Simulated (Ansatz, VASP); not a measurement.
## Be3Te4 in VASP and in Ansatz

```
CELL_PARAMETERS angstrom
10.66678 0.00000 0.00000
-5.33339 9.23771 0.00000
0.00000 0.00000 3.93181
ATOMIC_POSITIONS crystal
Be 0.40279 0.17912 0.75000
Be 0.77633 0.59721 0.75000
Be 0.82088 0.22367 0.75000
Be 0.22367 0.40279 0.25000
Be 0.17912 0.77633 0.25000
Be 0.59721 0.82088 0.25000
Te 0.66667 0.33333 0.75000
Te 0.96624 0.31937 0.25000
Te 0.68063 0.64687 0.25000
Te 0.35313 0.03376 0.25000
Te 0.33333 0.66667 0.25000
Te 0.31937 0.35313 0.75000
Te 0.64687 0.96624 0.75000
Te 0.03376 0.68063 0.75000
```

Alike in both runs: functional PBE; k mesh 6 × 6 × 8; occupations gaussian, width 0.1 eV; no spin polarisation.

Ansatz relaxed the structure, and its values are those at the end. VASP's run is a single point on that final structure, the one shown.

```csv
,VASP,Ansatz
version,VASP 6.6.1,Ansatz 0.2.0
potentials or method,"VASP PAW PBE potentials, release 64 (Be, Te), cutoff 520 eV","scalar-relativistic, plane waves, PAW"
valence electrons in the cell,60,140
```

VASP gave:

| Property | Result |
| --- | --- |
| gap on the k mesh at the Fermi level (eV) | none |
| pressure (GPa) | 0.1 |

What did Ansatz give for the same quantities?

gap on the k mesh at the Fermi level (eV): none; pressure (GPa): 0.0.

A gap of «none» marks a metal or a gap that the smearing closes. With one functional, cell and mesh, what is left measures potentials, basis and numerics. VASP's potentials hold 60 valence electrons a cell and Ansatz's 140, so a difference there can come from the potentials and not from the codes.

Spin-orbit coupling is off throughout.
